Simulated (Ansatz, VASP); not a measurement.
## One calculation of Cu, two programs

The input INCAR:

```
ALGO = Normal
EDIFF = 1E-6
EDIFFG = -0.01
ENCUT = 600
IBRION = 2
ISIF = 3
ISMEAR = -1
LASPH = True
LCHARG = False
LREAL = False
LWAVE = False
NELM = 100
NSW = 60
PREC = Accurate
SIGMA = 0.05
```

File KPOINTS:

```
k-points
0
Gamma
  13 13 13
```

Contents of POSCAR:

```
Cu
1.0
   -1.4427933200      1.4427933200      1.3760814500
    1.4427933200     -1.4427933200      1.3760814500
    1.4427933200      1.4427933200     -1.3760814500
Cu
1
Direct
    0.0000000000      0.0000000000      0.0000000000
```

File input.yaml:

```yaml
crystal:
  lattice:
    - [-1.44279332, 1.44279332, 1.37608145]
    - [1.44279332, -1.44279332, 1.37608145]
    - [1.44279332, 1.44279332, -1.37608145]
  atoms:
    - { symbol: Cu, position: [0.0, 0.0, 0.0] }
hamiltonian:
  xc: lda
  pseudopotentials: { kind: paw }
kpoints:
  mp_grid: { grid: [13, 13, 13] }
scf:
  occupations: { method: fermi_dirac, width: 0.05 }
output:
  forces: true
  stress: true
  eigenvalues: true
  write_density: true
  write_potential: true
  elf: true
  volumetric_format: npy
relax:
  f_tol: 0.01
  max_steps: 40
  cell: { stress_tol: 0.05 }
```

Alike in both runs: task relaxation of cell and atoms; functional LDA; k mesh 13 × 13 × 13; occupations fermi-dirac, width 0.05 eV; no spin polarisation.

|  | VASP | Ansatz |
| --- | --- | --- |
| version | VASP 6.6.1 | Ansatz 0.2.0 |
| potentials or method | VASP PAW LDA potentials, release 64 (Cu) | Ansatz PAW |
| plane-wave cutoff (eV) | 600 | 420 |
| valence electrons in the cell | 11 | 19 |

|  | VASP | Ansatz | Ansatz less VASP |
| --- | --- | --- | --- |
| gap on the k mesh at the Fermi level, each at its own relaxed structure (eV) | none | none | - |
| relaxed volume (Å³/atom) | 10.99 | 10.93 | -0.056 |
| relaxed cell length with the largest relative difference (Å) | 2.427 | 2.422 | -0.0044 |

LDA's correlation is that of Perdew and Zunger in VASP and of Perdew and Wang (1992) in Ansatz. A gap of «none» marks a metal or a gap that the smearing closes. VASP's potentials hold 11 valence electrons a cell and Ansatz's 19, so a difference there can come from the potentials and not from the codes.

Noted on Ansatz's run: the plane-wave basis is chosen anew once the cell has moved, so the energies of steps on either side of that aren't comparable.
